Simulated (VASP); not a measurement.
# TaN (P6_3mc) in VASP: further runs

The runs below take TaN through single point, with PBEsol.

Everything below comes from runs of VASP 6.6.1. Logs are shortened: lines on timing, memory, paths and dates and some standing lists are left out, and cuts for length are marked.

**1. The cell of the first run**

The structure is hexagonal, space group P6_3mc (No. 186). Conventional cell: a = 3.050 Å, b = 3.050 Å, c = 4.841 Å, α = 90.00°, β = 90.00°, γ = 120.00°. Ta (site symmetry 3m) has 4 N at 1.85 to 1.86 Å within 2.5 Å. N (site symmetry 3m) has 4 Ta at 1.85 to 1.86 Å within 2.5 Å.

**2. Single point, PBEsol (strain -0.0200 x Voigt [0, 0, 1, 0, 0, 0])**

Contents of INCAR:

```
SYSTEM = TaN
  PREC = Accurate
  ENCUT = 520
  EDIFF = 1E-6
  ISMEAR = 0
  SIGMA = 0.15
  LREAL = .FALSE.
  LASPH = .TRUE.
  NELM = 60
  ALGO = Normal
  ISIF = 2
  LWAVE = .FALSE.
  LCHARG = .FALSE.
  GGA = PS
  NBANDS = 24
```

Contents of KPOINTS:

```
Automatic mesh
0
G
  18 18 10
  0 0 0
```

Contents of POSCAR:

```
TaN
1.0
    3.0500010905      0.0000000000      0.0000000000
   -1.5250005453      2.6413784260      0.0000000000
    0.0000000000      0.0000000000      4.8412000000
Ta N
2 2
Direct
    0.3333333333      0.6666666667      0.0000000000
    0.6666666667      0.3333333333      0.5000000000
    0.3333333333      0.6666666667      0.3850000000
    0.6666666667      0.3333333333      0.8850000000
```

Potentials or basis: VASP PAW PBE potentials, release 64 (Ta_pv, N).

The run is started by

```
cat potpaw_PBE.64/Ta_pv/POTCAR potpaw_PBE.64/N/POTCAR > POTCAR
mpirun -np 1 vasp_std > vasp.out
```

OUTCAR:

```text
SYSTEM = TaN
   PREC = Accurate
   ENCUT = 520
   EDIFF = 1E-6
   ISMEAR = 0
   LREAL = .FALSE.
   LASPH = .TRUE.
   NELM = 60
   ISIF = 2
   GGA = PS

 ion  position               nearest neighbor table
   1  0.333  0.667  0.000-   4 1.85   4 1.85   4 1.85   3 1.86   2 2.99   2 2.99   2 2.99   2 2.99
                             2 2.99   2 2.99
   2  0.667  0.333  0.500-   3 1.85   3 1.85   3 1.85   4 1.86   1 2.99   1 2.99   1 2.99   1 2.99
                             1 2.99   1 2.99
   3  0.333  0.667  0.385-   2 1.85   2 1.85   2 1.85   1 1.86
   4  0.667  0.333  0.885-   1 1.85   1 1.85   1 1.85   2 1.86

  LATTYP: Found a hexagonal cell.
 ALAT       =     3.0500010905
 C/A-ratio  =     1.5872781210

  Lattice vectors:

 A1 = (   3.0500010905,   0.0000000000,   0.0000000000)
 A2 = (  -1.5250005453,   2.6413784260,   0.0000000000)
 A3 = (   0.0000000000,   0.0000000000,   4.8412000000)

Analysis of symmetry for initial positions (statically):
=====================================================================
 Subroutine PRICEL returns:
 Original cell was already a primitive cell.

 Routine SETGRP: Setting up the symmetry group for a
 hexagonal supercell.

 Subroutine GETGRP returns: Found 12 space group operations
 (whereof  6 operations were pure point group operations)
 out of a pool of 24 trial point group operations.

The static configuration has the point symmetry C_3v.
 The point group associated with its full space group is C_6v.

Analysis of symmetry for dynamics (positions and initial velocities):
=====================================================================
 Subroutine PRICEL returns:
 Original cell was already a primitive cell.

 Routine SETGRP: Setting up the symmetry group for a
 hexagonal supercell.

 Subroutine GETGRP returns: Found 12 space group operations
 (whereof  6 operations were pure point group operations)
 out of a pool of 24 trial point group operations.

The dynamic configuration has the point symmetry C_3v.
 The point group associated with its full space group is C_6v.

 Subroutine INISYM returns: Found 12 space group operations
 (whereof  6 operations are pure point group operations),
 and found     1 'primitive' translations

----------------------------------------------------------------------------------------

                                     Primitive cell

  volume of cell :      39.0017

  direct lattice vectors                    reciprocal lattice vectors
     3.050001090  0.000000000  0.000000000     0.327868735  0.189295103  0.000000000
    -1.525000545  2.641378426  0.000000000     0.000000000  0.378590205  0.000000000
[... 94 lines left out ...]
   NFREE  =      0    steps in history (QN), initial steepest desc. (CG)
   ISIF   =      2    stress and relaxation
   ISYM   =      2    0-nonsym 1-usesym 2-fastsym
   POTIM  = 0.5000    time-step for ionic-motion
   TEBEG  =    0.0;   TEEND  =   0.0 temperature during run
   PSTRESS=    0.0 pullay stress
   NELECT =      32.0000    total number of electrons
   NUPDOWN=      -1.0000    fix difference up-down
   EMIN   =  10.00;   EMAX   =-10.00  energy-range for DOS
   EFERMI =   0.00;   METHOD = LEGACY
   ISMEAR =     0;   SIGMA  =   0.15  broadening in eV -4-tet -1-fermi 0-gaus
   EFERMI_NEDOS =   21; number of points for ismear=-14 and -15
   IALGO  =     38    algorithm
   IMIX   =      4    mixing-type and parameters
     AMIX     =   0.40;   BMIX     =  1.00
     AMIX_MAG =   1.60;   BMIX_MAG =  1.00
  volume/ion in A,a.u.               =       9.75        65.80
  Fermi-wavevector in a.u.,A,eV,Ry     =   1.532605  2.896204 31.958432  2.348878
  Thomas-Fermi vector in A             =   2.639788
   LORBIT       =      0    0 simple, 1 ext, 2 COOP (PROOUT), +10 PAW based schemes
   GGA     = PS    functional components
   LHFCALC =     F    Hartree Fock is set to
   AEXX    =    0.0000 exact exchange contribution
   IVDW    =     0    specifies the selected vdW correction
   LEPSILON=     F    determine dielectric tensor
   LRPA    =     F    only Hartree local field effects (RPA)
 non-spin polarized calculation
 Gauss-broadening in eV      SIGMA  =   0.15
  energy-cutoff  :      520.00
  volume of cell :       39.00
 maximum number of plane-waves:      1087
 NGX is ok and might be reduce to    24
   NGX = 11   NGY = 11   NGZ = 19

 number of electron      32.0000000 magnetization

 Free energy of the ion-electron system (eV)
  ---------------------------------------------------
  ext. energy  EPLUGINS =         0.00000000
  ---------------------------------------------------
  free energy    TOTEN  =       -40.22442460 eV

  energy without entropy =      -40.20861086  energy(sigma->0) =      -40.21651773

 E-fermi :   9.8364     XC(G=0): -13.8091

 val. band max:        9.8234551899   @ k =   0.3889   0.0000   0.2000
 cond. band min:       9.8388775543   @ k =   0.2222   0.0000   0.5000
 fundamental gap:      0.0154223644
 Fermi energy:         9.8363967631

 k-point     1 :       0.0000    0.0000    0.0000
  band No.  band energies     occupation
      1     -26.3521      2.00000
      2     -25.1121      2.00000
      3     -25.1121      2.00000
      4     -24.8831      2.00000
      5     -24.8831      2.00000
      6     -24.8271      2.00000
[... 637 lines left out ...]
     23      16.7064      0.00000
     24      17.2404      0.00000

 [... further k-points ...]

------------------------ aborting loop because EDIFF is reached ----------------------------------------

  FORCE on cell =-STRESS in cart. coord.  units (eV):
  Direction    XX          YY          ZZ          XY          YZ          ZX
  --------------------------------------------------------------------------------------
  -------------------------------------------------------------------------------------
  Total       36.2213983     36.2213983     32.2511351     -0.0000000     -0.0000000      0.0000000
  in kB     1487.9630563   1487.9630563   1324.8659593     -0.0000000     -0.0000000      0.0000000
  external PRESSURE =    1433.5973573 kB  Pullay stress =       0.0000000 kB

 VOLUME and BASIS-vectors are now :
 -----------------------------------------------------------------------------
  energy-cutoff  :      520.00
  volume of cell :       39.00
      direct lattice vectors                 reciprocal lattice vectors
     3.050001090  0.000000000  0.000000000     0.327868735  0.189295103  0.000000000
    -1.525000545  2.641378426  0.000000000     0.000000000  0.378590205  0.000000000
     0.000000000  0.000000000  4.841200000     0.000000000  0.000000000  0.206560357

 POSITION                                       TOTAL-FORCE (eV/Angst)
 -----------------------------------------------------------------------------------
     -0.00000      1.76092      0.00000         0.000000      0.000000      1.280460
      1.52500      0.88046      2.42060        -0.000000      0.000000      1.280460
     -0.00000      1.76092      1.86386        -0.000000      0.000000     -1.280460
      1.52500      0.88046      4.28446         0.000000     -0.000000     -1.280460
 -----------------------------------------------------------------------------------
    total drift:                               -0.000000      0.000000      0.000857

  FREE ENERGIE OF THE ION-ELECTRON SYSTEM (eV)
  ---------------------------------------------------
  free  energy   TOTEN  =       -40.2244245962 eV

  energy  without entropy=      -40.2086108614  energy(sigma->0) =      -40.21651773
```

stdout:

```text
POSCAR found type information on POSCAR TaN
 POSCAR found :  2 types and       4 ions
 scaLAPACK will be used
 -----------------------------------------------------------------------------
|                                                                             |
|                                                                             |
|     You enforced a specific xc type in the INCAR file but a different       |
|     I HOPE YOU KNOW WHAT YOU ARE DOING!                                     |
|                                                                             |
 -----------------------------------------------------------------------------

 LDA part: xc-table for (Slater+PW92), standard interpolation
 POSCAR, INCAR and KPOINTS ok, starting setup
 FFT: planning ... GRIDC
 FFT: planning ... GRID_SOFT
 FFT: planning ... GRID
 WAVECAR not read
 entering main loop
```

It took 4.2 min on 1 thread of Intel Xeon 8259CL, shared host; peak memory 0.3 GiB.

Results:

- Free energy: -40.2244 eV
- Pressure: 143.4 GPa
- Largest force: 1.280 eV/Å
- Band gap on the k mesh: zero (bands 16 and 17 overlap by 2.89 eV)

Forces in eV/Å, atoms in the order of the input:
```
Ta   0.000  0.000  1.280
Ta   0.000  0.000  1.280
N    0.000  0.000 -1.280
N    0.000  0.000 -1.280
```

Caveat: the cell differs from its parent crystal (strain -0.0200 x Voigt [0, 0, 1, 0, 0, 0]); the stress differs along the axes, from 132 to 149 GPa; the PAW data sets were made with another functional, which shifts forces and pressure a little; spin-orbit coupling is left out, which moves the levels of the heavy elements.

**3. Single point, PBEsol (strain -0.0150 x Voigt [0, 0, 1, 0, 0, 0])**

Contents of INCAR:

```
SYSTEM = TaN
  ALGO = Normal
  EDIFF = 1E-7
  ENCUT = 520
  GGA = PS
  ISIF = 2
  ISMEAR = 0
  LASPH = .TRUE.
  LCHARG = .TRUE.
  LELF = .TRUE.
  LREAL = .FALSE.
  LVHAR = .TRUE.
  LWAVE = .FALSE.
  NBANDS = 24
  NELM = 60
  PREC = Accurate
  SIGMA = 0.15
```

Contents of KPOINTS:

```
k-points
0
G
  18 18 10
  0 0 0
```

POSCAR, as its differences from that of step 2:

```diff
@@ -4,3 +4,3 @@
    -1.5250005453      2.6413784260      0.0000000000
-    0.0000000000      0.0000000000      4.8412000000
+    0.0000000000      0.0000000000      4.8659000000
 Ta N
```

Potentials or basis: VASP PAW PBE potentials, release 64 (Ta_pv, N).

The run is started by

```
cat potpaw_PBE.64/Ta_pv/POTCAR potpaw_PBE.64/N/POTCAR > POTCAR
mpirun -np 1 vasp_std > vasp.out
```

Run time: 3.9 min. Hardware: 1 thread of Intel Xeon 8259CL, shared host; peak memory 0.3 GiB.

It converged, with:

| Property | Result |
| --- | --- |
| Free energy | -40.3859 eV |
| Pressure | 139.7 GPa |
| Largest force | 1.569 eV/Å |
| Band gap on the k mesh | zero (bands 16 and 17 overlap by 2.88 eV) |

Forces on the atoms (eV/Å):
```
Ta   0.000  0.000  1.569
Ta   0.000  0.000  1.569
N    0.000  0.000 -1.569
N    0.000  0.000 -1.569
```

Stress tensor (GPa, compression positive):
```
146.06   0.00   0.00
  0.00 146.06   0.00
  0.00   0.00 127.08
```

Levels at points of the mesh, in eV from the Fermi level:
```
           k point  band 14  band 15  band 16  band 17  band 18  band 19
(0.00, 0.00, 0.00)    -7.42    -0.99    -0.99    -0.28     2.12     2.68
(0.50, 0.00, 0.00)    -5.19    -2.49    -1.03     0.39     1.34     2.10
(0.00, 0.00, 0.50)    -8.56     1.20     1.20     1.20     1.20     1.90
(0.50, 0.00, 0.50)    -6.56    -0.41    -0.41     2.19     2.19     2.24
```

Caveat: the cell differs from its parent crystal (strain -0.0150 x Voigt [0, 0, 1, 0, 0, 0]); the stress differs along the axes, from 127 to 146 GPa; the PAW data sets were made with another functional, which shifts forces and pressure a little; spin-orbit coupling is left out, which moves the levels of the heavy elements.

**4. Single point, PBEsol (strain -0.0100 x Voigt [0, 0, 1, 0, 0, 0])**

Contents of INCAR:

```
SYSTEM = TaN
  PREC = Accurate
  ENCUT = 520
  EDIFF = 1E-7
  ISMEAR = 0
  SIGMA = 0.15
  LREAL = .False.
  LASPH = .True.
  NELM = 80
  ALGO = Normal
  ISIF = 2
  LWAVE = .False.
  LCHARG = .False.
  GGA = PS
  NBANDS = 24
```

Contents of KPOINTS:

```
regular mesh
0
Gamma
  18 18 10
  0 0 0
```

POSCAR, as its differences from that of step 3:

```diff
@@ -4,3 +4,3 @@
    -1.5250005453      2.6413784260      0.0000000000
-    0.0000000000      0.0000000000      4.8659000000
+    0.0000000000      0.0000000000      4.8906000000
 Ta N
```

The run is started by

```
cat potpaw_PBE.64/Ta_pv/POTCAR potpaw_PBE.64/N/POTCAR > POTCAR
mpirun -np 1 vasp_std > vasp.out
```

Run time: 4.1 min. Hardware: 1 thread of Intel Xeon 8259CL, shared host; peak memory 0.3 GiB.

It converged, with:

```
Free energy            : -40.5407 eV
Pressure               : 136.2 GPa
Largest force          : 1.844 eV/Å
Band gap on the k mesh : zero (bands 16 and 17 overlap by 2.88 eV)
```

Forces in eV/Å, atoms in the order of the input:
```
Ta   0.000  0.000  1.844
Ta   0.000  0.000  1.844
N    0.000  0.000 -1.844
N    0.000  0.000 -1.844
```

Stress tensor (GPa, compression positive):
```
143.36   0.00   0.00
  0.00 143.36   0.00
  0.00   0.00 121.87
```

Levels at points of the mesh, in eV from the Fermi level:
```
           k point  band 14  band 15  band 16  band 17  band 18  band 19
(0.00, 0.00, 0.00)    -7.46    -0.94    -0.94    -0.29     2.13     2.68
(0.50, 0.00, 0.00)    -5.18    -2.48    -1.03     0.41     1.37     2.08
(0.00, 0.00, 0.50)    -8.52     1.20     1.20     1.20     1.20     1.90
(0.50, 0.00, 0.50)    -6.53    -0.42    -0.42     2.18     2.18     2.25
```

Caveat: the cell differs from its parent crystal (strain -0.0100 x Voigt [0, 0, 1, 0, 0, 0]); the stress differs along the axes, from 122 to 143 GPa; the PAW data sets were made with another functional, which shifts forces and pressure a little; spin-orbit coupling is left out, which moves the levels of the heavy elements.

**5. The runs side by side**

| cell | gap on the mesh (eV) | pressure (GPa) | largest force (eV/Å) |
| --- | --- | --- | --- |
| a = 3.050, b = 3.050, c = 4.841 Å, angles 90.0, 90.0, 120.0°, 4 atoms | none | 143.4 | 1.28 |
| a = 3.050, b = 3.050, c = 4.866 Å, angles 90.0, 90.0, 120.0°, 4 atoms | none | 139.7 | 1.57 |
| a = 3.050, b = 3.050, c = 4.891 Å, angles 90.0, 90.0, 120.0°, 4 atoms | none | 136.2 | 1.84 |

Alike in all rows: task single point; level PBEsol; potentials or basis VASP PAW PBE potentials, release 64 (Ta_pv, N); no spin polarisation; k mesh 18 × 18 × 10; cutoff (eV) 520; smearing gaussian 0.15 eV.

Caveats: the PAW data sets were made with another functional, which shifts forces and pressure a little; spin-orbit coupling is left out, which moves the levels of the heavy elements; the stress differs along the axes, from 132 to 149 GPa (at least some runs); the stress differs along the axes, from 127 to 146 GPa (at least some runs); the stress differs along the axes, from 122 to 143 GPa (at least some runs).

Total energies depend on the potentials used, so only differences within one code and one set of settings carry meaning.
